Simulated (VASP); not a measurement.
# In2O3 (R-3c) in VASP: notebook

Runs on In2O3. Level: r2SCAN. Tasks: single point.

All numbers are computed with VASP 6.6.1; they aren't measurements. Logs are shortened: lines on timing, memory, paths and dates and some standing lists are left out, and cuts for length are marked.

## 1. The cell of the first run

The structure is trigonal, space group R-3c (No. 167). The conventional cell has a = 5.508 Å, b = 5.508 Å, c = 14.563 Å, α = 90.00°, β = 90.00°, γ = 120.00°. Within 2.8 Å of In (site symmetry 3) lie 6 O at 2.13 to 2.26 Å. O (site symmetry 2) has 4 In at 2.13 to 2.26 Å and 8 O at 2.83 to 3.11 Å within 3.2 Å.

## 2. Single point, r2SCAN

Input file POSCAR:

```
In2O3
1.0
    2.7538210395      1.5899193185      4.8543401699
   -2.7538210395      1.5899193185      4.8543401699
    0.0000000000     -3.1798386370      4.8543401699
In O
4 6
Direct
    0.8570396725      0.8570396725      0.8570396725
    0.3570396725      0.3570396725      0.3570396725
    0.1429603275      0.1429603275      0.1429603275
    0.6429603275      0.6429603275      0.6429603275
    0.4533861654      0.0466138346      0.7500000000
    0.0466138346      0.7500000000      0.4533861654
    0.5466138346      0.9533861654      0.2500000000
    0.2500000000      0.5466138346      0.9533861654
    0.9533861654      0.2500000000      0.5466138346
    0.7500000000      0.4533861654      0.0466138346
```

Input file INCAR.step1:

```
SYSTEM = In2O3
PREC     = Accurate       ! precision mode
ENCUT    = 520            ! plane-wave cutoff, eV
ISMEAR   = 0              ! smearing method
SIGMA    = 0.01           ! smearing width, eV
LREAL    = .FALSE.        ! projectors in reciprocal space
LASPH    = .TRUE.         ! aspherical terms in the spheres
NELM     = 80             ! most SCF steps
NBANDS   = 55             ! bands
GGA      = PE             ! functional
ALGO     = Normal         ! electronic algorithm
EDIFF    = 1E-4           ! SCF threshold, eV
LWAVE    = .TRUE.         ! write WAVECAR
LCHARG   = .FALSE.        ! write CHGCAR
```

Input file INCAR.step2:

```
SYSTEM = In2O3
PREC     = Accurate       ! precision mode
ENCUT    = 520            ! plane-wave cutoff, eV
EDIFF    = 1E-7           ! SCF threshold, eV
ISMEAR   = 0              ! smearing method
SIGMA    = 0.01           ! smearing width, eV
LREAL    = .FALSE.        ! projectors in reciprocal space
LASPH    = .TRUE.         ! aspherical terms in the spheres
NELM     = 80             ! most SCF steps
ALGO     = Normal         ! electronic algorithm
ISIF     = 2              ! what is computed and relaxed
LWAVE    = .FALSE.        ! write WAVECAR
LCHARG   = .FALSE.        ! write CHGCAR
METAGGA  = R2SCAN         ! meta-GGA
LMIXTAU  = .TRUE.       
NBANDS   = 55             ! bands
ISTART   = 1
```

Input file KPOINTS:

```
Automatic mesh
0
G
  6 6 6
  0 0 0
```

Potentials or basis: VASP PAW PBE potentials, release 64 (In_d, O).

Command:

```console
$ cat potpaw_PBE.64/In_d/POTCAR potpaw_PBE.64/O/POTCAR > POTCAR
$ cp INCAR.step1 INCAR
$ mpirun -np 1 vasp_std > vasp.out
$ cp INCAR.step2 INCAR
$ mpirun -np 1 vasp_std > vasp.out
```

OUTCAR:

```text
SYSTEM = In2O3
   PREC = Accurate
   ENCUT = 520
   EDIFF = 1E-7
   ISMEAR = 0
   LREAL = .FALSE.
   LASPH = .TRUE.
   NELM = 80
   ISIF = 2
   METAGGA = R2SCAN
   ISTART = 1

 ion  position               nearest neighbor table
   1  0.857  0.857  0.857-   8 2.13   7 2.13   9 2.13   5 2.26   6 2.26  10 2.26   4 3.12   3 3.25
                             3 3.25   3 3.25   4 3.62   4 3.62   4 3.62   2 4.00   2 4.00   2 4.00
   2  0.357  0.357  0.357-   6 2.13   5 2.13  10 2.13   7 2.26   9 2.26   8 2.26   3 3.12   4 3.25
                             4 3.25   4 3.25   3 3.62   3 3.62   3 3.62   1 4.00   1 4.00   1 4.00
   3  0.143  0.143  0.143-  10 2.13   5 2.13   6 2.13   7 2.26   9 2.26   8 2.26   2 3.12   1 3.25
                             1 3.25   1 3.25   2 3.62   2 3.62   2 3.62   4 4.00   4 4.00   4 4.00
   4  0.643  0.643  0.643-   9 2.13   7 2.13   8 2.13   5 2.26   6 2.26  10 2.26   1 3.12   2 3.25
                             2 3.25   2 3.25   1 3.62   1 3.62   1 3.62   3 4.00   3 4.00   3 4.00
   5  0.453  0.047  0.750-   2 2.13   3 2.13   1 2.26   4 2.26
   6  0.047  0.750  0.453-   2 2.13   3 2.13   1 2.26   4 2.26
   7  0.547  0.953  0.250-   1 2.13   4 2.13   3 2.26   2 2.26
   8  0.250  0.547  0.953-   1 2.13   4 2.13   3 2.26   2 2.26
   9  0.953  0.250  0.547-   4 2.13   1 2.13   3 2.26   2 2.26
  10  0.750  0.453  0.047-   3 2.13   2 2.13   1 2.26   4 2.26

  LATTYP: Found a trigonal (rhomboedric) cell.
 ALAT       =     5.8031019500
 COS(alpha) =     0.5496180030

  Lattice vectors:

 A1 = (   2.7538210395,   1.5899193185,   4.8543401699)
 A2 = (  -2.7538210395,   1.5899193185,   4.8543401699)
 A3 = (   0.0000000000,  -3.1798386370,   4.8543401699)

Analysis of symmetry for initial positions (statically):
=====================================================================
 Subroutine PRICEL returns:
 Original cell was already a primitive cell.

 Routine SETGRP: Setting up the symmetry group for a
 trigonal (rhombohedral) supercell.

 Subroutine GETGRP returns: Found 12 space group operations
 (whereof  6 operations were pure point group operations)
 out of a pool of 12 trial point group operations.

The static configuration has the point symmetry S_6 .
 The point group associated with its full space group is D_3d.

Analysis of symmetry for dynamics (positions and initial velocities):
=====================================================================
 Subroutine PRICEL returns:
 Original cell was already a primitive cell.

 Routine SETGRP: Setting up the symmetry group for a
 trigonal (rhombohedral) supercell.

 Subroutine GETGRP returns: Found 12 space group operations
 (whereof  6 operations were pure point group operations)
 out of a pool of 12 trial point group operations.

[... 125 lines left out ...]
   POTIM  = 0.5000    time-step for ionic-motion
   TEBEG  =    0.0;   TEEND  =   0.0 temperature during run
   PSTRESS=    0.0 pullay stress
   NELECT =      88.0000    total number of electrons
   NUPDOWN=      -1.0000    fix difference up-down
   EMIN   =  10.00;   EMAX   =-10.00  energy-range for DOS
   EFERMI =   0.00;   METHOD = LEGACY
   ISMEAR =     0;   SIGMA  =   0.01  broadening in eV -4-tet -1-fermi 0-gaus
   EFERMI_NEDOS =   21; number of points for ismear=-14 and -15
   IALGO  =     38    algorithm
   IMIX   =      4    mixing-type and parameters
     AMIX     =   0.40;   BMIX     =  1.00
     AMIX_MAG =   1.60;   BMIX_MAG =  1.00
  volume/ion in A,a.u.               =      12.75        86.06
  Fermi-wavevector in a.u.,A,eV,Ry     =   1.446677  2.733823 28.475292  2.092875
  Thomas-Fermi vector in A             =   2.564719
   LORBIT       =      0    0 simple, 1 ext, 2 COOP (PROOUT), +10 PAW based schemes
   METAGGA = R2SCAN    functional components
   LHFCALC =     F    Hartree Fock is set to
   AEXX    =    0.0000 exact exchange contribution
   IVDW    =     0    specifies the selected vdW correction
   LEPSILON=     F    determine dielectric tensor
   LRPA    =     F    only Hartree local field effects (RPA)
 non-spin polarized calculation
 Gauss-broadening in eV      SIGMA  =   0.01
  energy-cutoff  :      520.00
  volume of cell :      127.52
 maximum number of plane-waves:      3451
 NGX is ok and might be reduce to    48
   NGX = 21   NGY = 21   NGZ = 21

 number of electron      88.0000009 magnetization

 Free energy of the ion-electron system (eV)
  ---------------------------------------------------
  ext. energy  EPLUGINS =         0.00000000
  ---------------------------------------------------
  free energy    TOTEN  =      -144.46090481 eV

  energy without entropy =     -144.46090481  energy(sigma->0) =     -144.46090481

 E-fermi :   5.1887     XC(G=0): -11.8756

 val. band max:        5.1129193150   @ k =   0.3333   0.0000   0.0000
 cond. band min:       6.9259051767   @ k =   0.0000   0.0000   0.0000
 fundamental gap:      1.8129858617
 Fermi energy:         5.1886884237

 k-point     1 :       0.0000    0.0000    0.0000
  band No.  band energies     occupation
      1     -13.3848      2.00000
      2     -12.5242      2.00000
      3     -12.5242      2.00000
      4     -12.3293      2.00000
      5     -12.3293      2.00000
      6     -12.2503      2.00000
[... 1381 lines left out ...]
     54      16.4738      0.00000
     55      17.1952      0.00000

 [... further k-points ...]
[... 5 lines left out ...]
  --------------------------------------------------------------------------------------
  -------------------------------------------------------------------------------------
  Total        0.8789564      0.8789564      0.7678925      0.0000000      0.0000000      0.0000000
  in kB       11.0429637     11.0429637      9.6475886      0.0000000      0.0000000      0.0000000
  external PRESSURE =      10.5778387 kB  Pullay stress =       0.0000000 kB

 VOLUME and BASIS-vectors are now :
 -----------------------------------------------------------------------------
  energy-cutoff  :      520.00
  volume of cell :      127.52
      direct lattice vectors                 reciprocal lattice vectors
     2.753821040  1.589919319  4.854340170     0.181565902  0.104827122  0.068667074
    -2.753821040  1.589919319  4.854340170    -0.181565902  0.104827122  0.068667074
     0.000000000 -3.179838637  4.854340170     0.000000000 -0.209654244  0.068667074

 POSITION                                       TOTAL-FORCE (eV/Angst)
 -----------------------------------------------------------------------------------
      0.00000      0.00000     12.48109        -0.000000      0.000000      0.023639
      0.00000      0.00000      5.19958        -0.000000      0.000000      0.023639
      0.00000      0.00000      2.08193        -0.000000      0.000000     -0.023639
      0.00000      0.00000      9.36344        -0.000000      0.000000     -0.023639
      1.12018     -1.58992      6.06793        -0.005168      0.000000      0.000000
     -1.93700     -0.17514      6.06793         0.002584      0.004476     -0.000000
     -1.12018      1.58992      8.49510         0.005168      0.000000     -0.000000
     -0.81682     -1.76506      8.49510        -0.002584      0.004476     -0.000000
      1.93700      0.17514      8.49510        -0.002584     -0.004476     -0.000000
      0.81682      1.76506      6.06793         0.002584     -0.004476     -0.000000
 -----------------------------------------------------------------------------------
    total drift:                               -0.000000      0.000000     -0.000000

  FREE ENERGIE OF THE ION-ELECTRON SYSTEM (eV)
  ---------------------------------------------------
  free  energy   TOTEN  =      -144.4609048058 eV

  energy  without entropy=     -144.4609048058  energy(sigma->0) =     -144.46090481
```

OUTCAR.step1:

```text
SYSTEM = In2O3
   PREC = Accurate
   ENCUT = 520
   ISMEAR = 0
   LREAL = .FALSE.
   LASPH = .TRUE.
[... 1652 lines left out ...]
     -0.81682     -1.76506      8.49510         0.003589     -0.006216      0.000000
      1.93700      0.17514      8.49510         0.003589      0.006216      0.000000
      0.81682      1.76506      6.06793        -0.003589      0.006216      0.000000
 -----------------------------------------------------------------------------------
    total drift:                               -0.000000      0.000000     -0.000000

  FREE ENERGIE OF THE ION-ELECTRON SYSTEM (eV)
  ---------------------------------------------------
  free  energy   TOTEN  =       -55.3615408065 eV

  energy  without entropy=      -55.3615408065  energy(sigma->0) =      -55.36154081
```

OSZICAR.step1:

```text
N       E                     dE             d eps       ncg     rms          rms(c)
DAV:   1     0.127416370376E+04    0.12742E+04   -0.41419E+04  3620   0.232E+03
DAV:   2     0.199694146243E+03   -0.10745E+04   -0.10233E+04  3662   0.646E+02
DAV:   3    -0.442530214475E+02   -0.24395E+03   -0.23658E+03  3916   0.271E+02
DAV:   4    -0.649442226381E+02   -0.20691E+02   -0.20491E+02  4760   0.853E+01
DAV:   5    -0.654072327373E+02   -0.46301E+00   -0.46179E+00  4352   0.133E+01    0.232E+01
DAV:   6    -0.552854038404E+02    0.10122E+02   -0.37244E+01  5333   0.614E+01    0.182E+01
DAV:   7    -0.554194842175E+02   -0.13408E+00   -0.35081E+00  4028   0.110E+01    0.437E+00
DAV:   8    -0.553753171890E+02    0.44167E-01   -0.26837E-01  5475   0.333E+00    0.269E+00
DAV:   9    -0.553629552050E+02    0.12362E-01   -0.65080E-02  5289   0.285E+00    0.491E-01
DAV:  10    -0.553608472647E+02    0.21079E-02   -0.17772E-02  4986   0.131E+00    0.107E-01
DAV:  11    -0.553615578706E+02   -0.71061E-03   -0.24495E-03  4346   0.306E-01    0.130E-01
DAV:  12    -0.553615408065E+02    0.17064E-04   -0.37482E-04  3552   0.173E-01
   1 F= -.55361541E+02 E0= -.55361541E+02  d E =-.769657E-61
```

It took 49 min on 1 thread of Intel Xeon 8259CL, shared host; peak memory 0.46 GiB.

What came out:

```
Free energy            : -144.4609 eV
Pressure               : 1.1 GPa
Largest force          : 0.024 eV/Å
Band gap on the k mesh : 1.81 eV (least direct gap 1.85 eV)
```

Forces in eV/Å, atoms in the order of the input:
```
In   0.000  0.000  0.024
In   0.000  0.000  0.024
In   0.000  0.000 -0.024
In   0.000  0.000 -0.024
O   -0.005  0.000  0.000
O    0.003  0.004  0.000
O    0.005  0.000  0.000
O   -0.003  0.004  0.000
O   -0.003 -0.004  0.000
O    0.003 -0.004  0.000
```

Caveat: the PAW data sets were made with another functional, which shifts forces and pressure a little; spin-orbit coupling is left out, which moves the levels of the heavy elements. A k mesh can miss the band edges.

## 3. Single point, r2SCAN (epitaxial xy strain +1.0%)

Input file POSCAR:

```
In2O3
1.0
    2.7813592499      1.6058185116      4.8041744946
   -2.7813592499      1.6058185116      4.8041744946
    0.0000000000     -3.2116370233      4.8041744946
In O
4 6
Direct
    0.8578524499      0.8578524499      0.8578524499
    0.3578524499      0.3578524499      0.3578524499
    0.1421475501      0.1421475501      0.1421475501
    0.6421475501      0.6421475501      0.6421475501
    0.4535314634      0.0464685366      0.7500000000
    0.0464685366      0.7500000000      0.4535314634
    0.5464685366      0.9535314634      0.2500000000
    0.2500000000      0.5464685366      0.9535314634
    0.9535314634      0.2500000000      0.5464685366
    0.7500000000      0.4535314634      0.0464685366
```

Input file INCAR.step1:

```
PREC = Accurate
ENCUT = 520
ISMEAR = 0
SIGMA = 0.01
LREAL = F
LASPH = T
NELM = 60
NBANDS = 55
GGA = PE
ALGO = Normal
EDIFF = 1E-4
LWAVE = T
LCHARG = F
```

Input file INCAR.step2:

```
PREC = Accurate
ENCUT = 520
EDIFF = 1E-6
ISMEAR = 0
SIGMA = 0.01
LREAL = F
LASPH = T
NELM = 60
ALGO = Normal
ISIF = 2
LWAVE = F
LCHARG = F
METAGGA = R2SCAN
LMIXTAU = T
NBANDS = 55
ISTART = 1
```

Input file KPOINTS:

```
Automatic mesh
0
Gamma
  6 6 6
```

Potentials or basis: VASP PAW PBE potentials, release 64 (In_d, O).

Command:

```console
$ cat potpaw_PBE.64/In_d/POTCAR potpaw_PBE.64/O/POTCAR > POTCAR
$ cp INCAR.step1 INCAR
$ mpirun -np 1 vasp_std > vasp.out
$ cp INCAR.step2 INCAR
$ mpirun -np 1 vasp_std > vasp.out
```

Wall time 58 min (1 thread of Intel Xeon 8259CL, shared host); peak memory 0.47 GiB.

Results (log left out):

```yaml
Free_energy: -144.4471 eV
Pressure: -1.2 GPa
Largest_force: 0.023 eV/Å
Band_gap_on_the_k_mesh: 1.70 eV (least direct gap 1.78 eV)
```

Forces on the atoms (eV/Å):
```
In   0.000  0.000  0.023
In   0.000  0.000  0.023
In   0.000  0.000 -0.023
In   0.000  0.000 -0.023
O   -0.006  0.000  0.000
O    0.003  0.005  0.000
O    0.006  0.000  0.000
O   -0.003  0.005  0.000
O   -0.003 -0.005  0.000
O    0.003 -0.005  0.000
```

Stress tensor (GPa, compression positive):
```
-2.18  0.00  0.00
 0.00 -2.18  0.00
 0.00  0.00  0.91
```

Levels at points of the mesh, in eV from the valence-band top:
```csv
k point,band 42,band 43,band 44,band 45,band 46,band 47
"(0.00, 0.00, 0.00)",-0.26,-0.09,-0.09,1.70,6.06,6.86
"(0.50, 0.00, 0.00)",-0.69,-0.06,-0.06,5.40,5.40,6.43
"(0.50, 0.50, 0.00)",-0.32,-0.08,-0.04,5.69,5.93,6.94
"(0.50, 0.50, 0.50)",-0.23,-0.23,-0.23,4.85,4.85,7.71
```

Caveat: the cell differs from its parent crystal (epitaxial xy strain +1.0%); the PAW data sets were made with another functional, which shifts forces and pressure a little; spin-orbit coupling is left out, which moves the levels of the heavy elements.
